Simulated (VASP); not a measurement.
Here is a VASP 6.6.1 calculation.

The input INCAR:

```
ALGO = Normal ; EDIFF = 1E-7
ENCUT = 520 ; GGA = PS
ISIF = 2 ; ISMEAR = 0
LASPH = True ; LCHARG = False
LREAL = False ; LWAVE = False
NBANDS = 12 ; NELM = 100
PREC = Accurate ; SIGMA = 0.05
```

Contents of KPOINTS:

```
k-points
0
Gamma
  9 9 9
```

File POSCAR:

```
Sc
1.0
    1.6237904608      1.6237904608      1.6237904608
   -1.6237904608      1.6237904608      1.6237904608
   -1.6237904608     -1.6237904608      1.6237904608
Sc
1
Direct
    0.0000000000      0.0000000000      0.0000000000
```

Potentials or basis: VASP PAW PBE potentials, release 64 (Sc_sv).

Run with:

```sh
$ cat potpaw_PBE.64/Sc_sv/POTCAR > POTCAR
$ mpirun -np 1 vasp_std > vasp.out
```

What does it give for the pressure?

30.2 GPa.

Caveat: the PAW data sets were made with another functional, which shifts forces and pressure a little.
